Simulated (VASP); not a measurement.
Write the native input for VASP 6.6.1 that does the following.

| Property | Result |
| --- | --- |
| Task | single point |
| Functional | PBE |
| Potentials or basis | VASP PAW PBE potentials, release 64 (Cd) |
| Cutoff | 500 eV |
| k mesh | 18 × 18 × 8 |
| Occupations | gaussian, width 0.15 eV |
| Spin | no spin polarisation |
| Dipole correction | no |
| Further INCAR settings | ALGO = Normal; EDIFF = 1e-06; NBANDS = 19 |

The structure of Cd lies in POSCAR:

```
Cd
1.0
    3.0533443208      0.0000000000      0.0000000000
   -1.5266721604      2.6442737483      0.0000000000
    0.0000000000      0.0000000000      5.3367675000
Cd
2
Direct
    0.3333333333      0.6666666667      0.2500000000
    0.6666666667      0.3333333333      0.7500000000
```

This cell differs from its parent crystal: strain +0.025 along x and y, -0.050 along z.

These files were run (other wordings do the same):

INCAR

```
SYSTEM = Cd
PREC     = Accurate       ! precision mode
ENCUT    = 500            ! plane-wave cutoff, eV
EDIFF    = 1E-6           ! SCF threshold, eV
ISMEAR   = 0              ! smearing method
SIGMA    = 0.15           ! smearing width, eV
LREAL    = .False.        ! projectors in reciprocal space
LASPH    = .True.         ! aspherical terms in the spheres
NELM     = 120            ! most SCF steps
ALGO     = Normal         ! electronic algorithm
ISIF     = 2              ! what is computed and relaxed
LWAVE    = .False.        ! write WAVECAR
LCHARG   = .False.        ! write CHGCAR
GGA      = PE             ! functional
NBANDS   = 19             ! bands
GGA_COMPAT= .False.
```

KPOINTS

```
Automatic mesh
0
Gamma
  18 18 8
  0 0 0
```

Potentials or basis: VASP PAW PBE potentials, release 64 (Cd).

The run is started by

```bash
$ cat potpaw_PBE.64/Cd/POTCAR > POTCAR
$ mpirun -np 1 vasp_std > vasp.out
```

It gave:

```yaml
Pressure: 2.7 GPa
Band_gap_on_the_k_mesh: zero (bands 12 and 13 overlap by 3.61 eV)
```

Caveat: the cell differs from its parent crystal (strain +0.025 along x and y, -0.050 along z).

Wall time 57 s on 1 thread of Intel(R) Xeon(R) Platinum 8488C (Sapphire Rapids), on a shared host, peak memory 0.24 GiB.
